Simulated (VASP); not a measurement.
# CuI (F-43m) in VASP: electric field gradients with PBE

Aim: the electric field gradients of CuI with PBE.

Everything below comes from runs of VASP 6.6.1. Logs are shortened: lines on timing, memory, paths and dates and some standing lists are left out, and cuts for length are marked.

## Step 1: The cell of the first run

The structure is cubic, space group F-43m (No. 216). Conventional cell: a = 6.063 Å, b = 6.063 Å, c = 6.063 Å, α = 90.00°, β = 90.00°, γ = 90.00°. Cu (site symmetry -43m) has 4 I at 2.63 Å within 3.5 Å. I (site symmetry -43m) has 4 Cu at 2.63 Å within 3.5 Å.

## Step 2: Electric field gradients, PBE

Contents of INCAR:

```
SYSTEM = CuI
PREC = Accurate
ENCUT = 400
EDIFF = 1E-8
ISMEAR = -1
SIGMA = 0.02
LREAL = .FALSE.
LASPH = .TRUE.
NELM = 120
ALGO = Normal
ISIF = 2
LWAVE = .FALSE.
LCHARG = .FALSE.
GGA = PE
LEFG = .TRUE.
ISYM = -1
NBANDS = 16
GGA_COMPAT = .FALSE.
```

Contents of KPOINTS:

```
explicit points
256
Reciprocal
  0.06250000   0.06250000   0.06250000 2
  0.06250000   0.06250000   0.18750000 2
  0.06250000   0.06250000   0.31250000 2
  0.06250000   0.06250000   0.43750000 2
  0.06250000   0.06250000   0.56250000 2
  0.06250000   0.06250000   0.68750000 2
[... 248 lines left out ...]
  0.43750000   0.93750000   0.81250000 2
  0.43750000   0.93750000   0.93750000 2
```

Contents of POSCAR:

```
CuI
1.0
    0.0000000000      3.0315000000      3.0315000000
    3.0315000000      0.0000000000      3.0315000000
    3.0315000000      3.0315000000      0.0000000000
Cu I
1 1
Direct
    0.2500000000      0.2500000000      0.2500000000
    0.0000000000      0.0000000000      0.0000000000
```

Potentials or basis: VASP PAW PBE potentials, release 64 (Cu, I).

Started as:

```console
$ cat potpaw_PBE.64/Cu/POTCAR potpaw_PBE.64/I/POTCAR > POTCAR
$ mpirun -np 1 vasp_std > vasp.out
```

OUTCAR:

```text
SYSTEM = CuI
   PREC = Accurate
   ENCUT = 400
   EDIFF = 1E-8
   ISMEAR = -1
   LREAL = .FALSE.
   LASPH = .TRUE.
   NELM = 120
   ISIF = 2
   GGA = PE
   ISYM = -1

 ion  position               nearest neighbor table
   1  0.250  0.250  0.250-   2 2.63   2 2.63   2 2.63   2 2.63
   2  0.000  0.000  0.000-   1 2.63   1 2.63   1 2.63   1 2.63

IMPORTANT INFORMATION: All symmetrisations will be switched off!
NOSYMM: (Re-)initialisation of all symmetry stuff for point group C_1.

----------------------------------------------------------------------------------------

                                     Primitive cell

  volume of cell :      55.7189

  direct lattice vectors                    reciprocal lattice vectors
     0.000000000  3.031500000  3.031500000    -0.164934851  0.164934851  0.164934851
     3.031500000  0.000000000  3.031500000     0.164934851 -0.164934851  0.164934851
     3.031500000  3.031500000  0.000000000     0.164934851  0.164934851 -0.164934851

  length of vectors
     4.287188414  4.287188414  4.287188414     0.285675541  0.285675541  0.285675541

  position of ions in fractional coordinates (direct lattice)
     0.250000000  0.250000000  0.250000000
     0.000000000  0.000000000  0.000000000

  ion indices of the primitive-cell ions
   primitive index   ion index
                 1           1
                 2           2

----------------------------------------------------------------------------------------

 KPOINTS: explicit points

Read explicit list of k-points.

 Found    256 k-points:

 Following reciprocal coordinates:
            Coordinates               Weight
  0.062500  0.062500  0.062500      0.003906
  0.062500  0.062500  0.187500      0.003906
  0.062500  0.062500  0.312500      0.003906
  0.062500  0.062500  0.437500      0.003906
  0.062500  0.062500  0.562500      0.003906
  0.062500  0.062500  0.687500      0.003906
[... 16 lines left out ...]
  0.062500  0.312500  0.812500      0.003906
  0.062500  0.312500  0.937500      0.003906
 [... further k-points ...]
   k-points           NKPTS =    256   k-points in BZ     NKDIM =    256   number of bands    NBANDS=     16
   number of dos      NEDOS =    301   number of ions     NIONS =      2
   total plane-waves  NPLWV =  21952
   dimension x,y,z NGX =    28 NGY =   28 NGZ =   28
   dimension x,y,z NGXF=    56 NGYF=   56 NGZF=   56
   ions per type =               1   1
   NGX,Y,Z   is equivalent  to a cutoff of  10.86, 10.86, 10.86 a.u.
   NGXF,Y,Z  is equivalent  to a cutoff of  21.72, 21.72, 21.72 a.u.
 SYSTEM =  CuI
   PREC   = accura    normal or accurate (medium, high low for compatibility)
   ISTART =      0    job   : 0-new  1-cont  2-samecut
   ICHARG =      2    charge: 1-file 2-atom 10-const
   ISPIN  =      1    spin polarized calculation?
   LNONCOLLINEAR =      F non collinear calculations
   LSORBIT =      F    spin-orbit coupling
   LASPH  =      T    aspherical Exc in radial PAW
   ENCUT  =  400.0 eV  29.40 Ry    5.42 a.u.   6.99  6.99  6.99*2*pi/ulx,y,z
   NELM   =    120;   NELMIN=  2; NELMDL= -5     # of ELM steps
   EDIFF  = 0.1E-07   stopping-criterion for ELM
   LREAL  =      F    real-space projection
   EDIFFG = 0.1E-06   stopping-criterion for IOM
   NSW    =      0    number of steps for IOM
   IBRION =     -1    ionic relax: 0-MD 1-quasi-New 2-CG
   NFREE  =      0    steps in history (QN), initial steepest desc. (CG)
   ISIF   =      2    stress and relaxation
   ISYM   =     -1    0-nonsym 1-usesym 2-fastsym
   POTIM  = 0.5000    time-step for ionic-motion
   TEBEG  =    0.0;   TEEND  =   0.0 temperature during run
   PSTRESS=    0.0 pullay stress
   NELECT =      18.0000    total number of electrons
   NUPDOWN=      -1.0000    fix difference up-down
   EMIN   =  10.00;   EMAX   =-10.00  energy-range for DOS
   EFERMI =   0.00;   METHOD = LEGACY
   ISMEAR =    -1;   SIGMA  =   0.02  broadening in eV -4-tet -1-fermi 0-gaus
   EFERMI_NEDOS =   21; number of points for ismear=-14 and -15
   IALGO  =     38    algorithm
   IMIX   =      4    mixing-type and parameters
     AMIX     =   0.40;   BMIX     =  1.00
     AMIX_MAG =   1.60;   BMIX_MAG =  1.00
  volume/ion in A,a.u.               =      27.86       188.00
  Fermi-wavevector in a.u.,A,eV,Ry     =   1.123306  2.122741 17.168055  1.261816
  Thomas-Fermi vector in A             =   2.259971
   LORBIT       =      0    0 simple, 1 ext, 2 COOP (PROOUT), +10 PAW based schemes
   GGA     = PE    functional components
   LHFCALC =     F    Hartree Fock is set to
   AEXX    =    0.0000 exact exchange contribution
   IVDW    =     0    specifies the selected vdW correction
   LEPSILON=     F    determine dielectric tensor
   LRPA    =     F    only Hartree local field effects (RPA)
 non-spin polarized calculation
  energy-cutoff  :      400.00
  volume of cell :       55.72
 maximum number of plane-waves:      1023
 NGX is ok and might be reduce to    28
   NGX = 13   NGY = 13   NGZ = 13

 number of electron      18.0000016 magnetization

 Free energy of the ion-electron system (eV)
  ---------------------------------------------------
  ext. energy  EPLUGINS =         0.00000000
  ---------------------------------------------------
  free energy    TOTEN  =        -5.56244066 eV

  energy without entropy =       -5.56244066  energy(sigma->0) =       -5.56244066

 E-fermi :   4.8079     XC(G=0):  -8.9371

 val. band max:        4.4005729347   @ k =   0.0625   0.0625   0.0625
 cond. band min:       5.8266843761   @ k =   0.0625   0.0625   0.0625
 fundamental gap:      1.4261114414
 Fermi energy:         4.8079435033

 k-point     1 :       0.0625    0.0625    0.0625
  band No.  band energies     occupation
      1      -9.5615      2.00000
      2       0.7154      2.00000
      3       0.7941      2.00000
      4       0.7941      2.00000
      5       2.5794      2.00000
      6       2.5794      2.00000
[... 8 lines left out ...]
     15      13.7430      0.00000
     16      13.7430      0.00000

 k-point     2 :       0.0625    0.0625    0.1875
  band No.  band energies     occupation
      1      -9.4675      2.00000
      2       0.3596      2.00000
      3       0.7697      2.00000
      4       0.8120      2.00000
      5       2.5616      2.00000
      6       2.5831      2.00000
[... 8 lines left out ...]
     15      13.3299      0.00000
     16      13.8191      0.00000

 k-point     3 :       0.0625    0.0625    0.3125
  band No.  band energies     occupation
      1      -9.2735      2.00000
      2      -0.3334      2.00000
      3       0.7547      2.00000
      4       0.8254      2.00000
      5       2.5559      2.00000
      6       2.5897      2.00000
[... 8 lines left out ...]
     15      13.3695      0.00000
     16      13.9285      0.00000

 k-point     4 :       0.0625    0.0625    0.4375
  band No.  band energies     occupation
      1      -9.0827      2.00000
      2      -0.9399      2.00000
      3       0.7486      2.00000
      4       0.8231      2.00000
      5       2.5813      2.00000
      6       2.6045      2.00000
[... 8 lines left out ...]
     15      13.8516      0.00000
     16      14.9451      0.00000

 k-point     5 :       0.0625    0.0625    0.5625
  band No.  band energies     occupation
      1      -9.0219      2.00000
      2      -1.1195      2.00000
      3       0.7592      2.00000
      4       0.8103      2.00000
      5       2.5940      2.00000
      6       2.6095      2.00000
[... 8 lines left out ...]
     15      15.0213      0.00000
     16      15.3039      0.00000

 k-point     6 :       0.0625    0.0625    0.6875
  band No.  band energies     occupation
      1      -9.1374      2.00000
      2      -0.7745      2.00000
      3       0.7819      2.00000
      4       0.7977      2.00000
      5       2.5681      2.00000
      6       2.6030      2.00000
[... 8 lines left out ...]
     15      13.6993      0.00000
     16      14.3424      0.00000

 k-point     7 :       0.0625    0.0625    0.8125
  band No.  band energies     occupation
      1      -9.3437      2.00000
      2      -0.0915      2.00000
      3       0.7885      2.00000
      4       0.7961      2.00000
      5       2.5512      2.00000
      6       2.5884      2.00000
[... 8 lines left out ...]
     15      13.5770      0.00000
     16      13.7887      0.00000

 k-point     8 :       0.0625    0.0625    0.9375
  band No.  band energies     occupation
      1      -9.5132      2.00000
      2       0.5408      2.00000
      3       0.7854      2.00000
      4       0.7908      2.00000
      5       2.5637      2.00000
      6       2.5862      2.00000
[... 8 lines left out ...]
     15      13.4377      0.00000
     16      13.8642      0.00000

 k-point     9 :       0.0625    0.1875    0.0625
  band No.  band energies     occupation
      1      -9.4675      2.00000
      2       0.3596      2.00000
      3       0.7697      2.00000
      4       0.8120      2.00000
      5       2.5616      2.00000
      6       2.5831      2.00000
[... 8 lines left out ...]
     15      13.3299      0.00000
     16      13.8191      0.00000
[... 172 lines left out ...]
 k-point    19 :       0.0625    0.3125    0.3125
  band No.  band energies     occupation
      1      -9.1571      2.00000
      2      -0.4519      2.00000
      3       0.7047      2.00000
      4       0.7288      2.00000
      5       2.4765      2.00000
      6       2.6319      2.00000
[... 8 lines left out ...]
     15      14.7819      0.00000
     16      16.4378      0.00000

 k-point    20 :       0.0625    0.3125    0.4375
  band No.  band energies     occupation
      1      -9.0059      2.00000
      2      -0.7520      2.00000
      3       0.5455      2.00000
      4       0.7185      2.00000
      5       2.4873      2.00000
      6       2.6377      2.00000
[... 8 lines left out ...]
     15      15.5730      0.00000
     16      16.6604      0.00000

 k-point    21 :       0.0625    0.3125    0.5625
  band No.  band energies     occupation
      1      -8.9007      2.00000
      2      -0.8373      2.00000
      3       0.1849      2.00000
      4       0.7317      2.00000
      5       2.4953      2.00000
      6       2.6071      2.00000
[... 8 lines left out ...]
     15      15.4109      0.00000
     16      16.4652      0.00000

 k-point    22 :       0.0625    0.3125    0.6875
  band No.  band energies     occupation
      1      -8.9120      2.00000
      2      -0.7049      2.00000
      3      -0.0438      2.00000
      4       0.7756      2.00000
      5       2.4899      2.00000
      6       2.5689      2.00000
[... 8 lines left out ...]
     15      13.8836      0.00000
     16      16.9479      0.00000

 k-point    23 :       0.0625    0.3125    0.8125
  band No.  band energies     occupation
      1      -9.0311      2.00000
      2      -0.6613      2.00000
      3       0.2646      2.00000
      4       0.8151      2.00000
      5       2.5399      2.00000
      6       2.5843      2.00000
[... 8 lines left out ...]
     15      14.7392      0.00000
     16      16.1413      0.00000

 k-point    24 :       0.0625    0.3125    0.9375
  band No.  band energies     occupation
      1      -9.1798      2.00000
      2      -0.5600      2.00000
      3       0.6848      2.00000
      4       0.8139      2.00000
      5       2.5458      2.00000
      6       2.6059      2.00000
[... 8 lines left out ...]
     15      13.8825      0.00000
     16      14.5600      0.00000

 [... further k-points ...]

------------------------ aborting loop because EDIFF is reached ----------------------------------------

  FORCE on cell =-STRESS in cart. coord.  units (eV):
  Direction    XX          YY          ZZ          XY          YZ          ZX
  --------------------------------------------------------------------------------------
  -------------------------------------------------------------------------------------
  Total        0.0541390      0.0541391      0.0541395     -0.0005777     -0.0005789     -0.0005788
  in kB        1.5567459      1.5567495      1.5567628     -0.0166102     -0.0166448     -0.0166434
  external PRESSURE =       1.5567527 kB  Pullay stress =       0.0000000 kB

 VOLUME and BASIS-vectors are now :
 -----------------------------------------------------------------------------
  energy-cutoff  :      400.00
  volume of cell :       55.72
      direct lattice vectors                 reciprocal lattice vectors
     0.000000000  3.031500000  3.031500000    -0.164934851  0.164934851  0.164934851
     3.031500000  0.000000000  3.031500000     0.164934851 -0.164934851  0.164934851
     3.031500000  3.031500000  0.000000000     0.164934851  0.164934851 -0.164934851

 POSITION                                       TOTAL-FORCE (eV/Angst)
 -----------------------------------------------------------------------------------
      1.51575      1.51575      1.51575        -0.000247     -0.000247     -0.000248
      0.00000      0.00000      0.00000         0.000247      0.000247      0.000248
 -----------------------------------------------------------------------------------
    total drift:                                0.000001      0.000001      0.000000

  FREE ENERGIE OF THE ION-ELECTRON SYSTEM (eV)
  ---------------------------------------------------
  free  energy   TOTEN  =        -5.5624406594 eV

  energy  without entropy=       -5.5624406594  energy(sigma->0) =       -5.56244066

 Electric field gradients (V/A^2)
---------------------------------------------------------------------
 ion       V_xx      V_yy      V_zz      V_xy      V_xz      V_yz
---------------------------------------------------------------------
   1      -0.000    -0.000     0.000     0.036     0.036     0.036
   2      -0.000    -0.000     0.000     0.242     0.242     0.242
---------------------------------------------------------------------

 Electric field gradients after diagonalization (V/A^2)
 (convention: |V_zz| > |V_xx| > |V_yy|)
----------------------------------------------------------------------
 ion       V_xx      V_yy      V_zz     asymmetry (V_yy - V_xx)/ V_zz
----------------------------------------------------------------------
   1      -0.036    -0.036     0.073       0.000
   2      -0.242    -0.242     0.483       0.000
----------------------------------------------------------------------

           NMR quadrupolar parameters

 Cq : quadrupolar parameter    Cq=e*Q*V_zz/h
 eta: asymmetry parameters     (V_yy - V_xx)/ V_zz
 Q  : nuclear electric quadrupole moment in mb (millibarn)
----------------------------------------------------------------------
 ion       Cq(MHz)       eta       Q (mb)
----------------------------------------------------------------------
   1       0.000       0.000       1.000
   2       0.001       0.000       1.000
----------------------------------------------------------------------
```

Run time: 1.9 min. Hardware: 1 thread of Intel Xeon Platinum 8488C (Sapphire Rapids), shared host; peak memory 0.28 GiB.

What came out:

- Free energy: -5.5624 eV
- Pressure: 0.2 GPa
- Band gap on the k mesh: 1.43 eV
- Largest electric field gradient by atom: Cu +0.1; I +0.5 V/Å²

Electric field gradients, principal values (V/Å²):
| atom | least | middle | greatest (by size) |
| --- | --- | --- | --- |
| 1 Cu | -0.036 | -0.036 | 0.073 |
| 2 I | -0.242 | -0.242 | 0.483 |

Caveat: without QUAD_EFG the Cq values of the log hold for a quadrupole moment of 1 mb, not for the nuclei; spin-orbit coupling is left out, which moves the levels of the heavy elements; a shifted mesh leaves out Γ, where band edges can lie. A k mesh can miss the band edges.
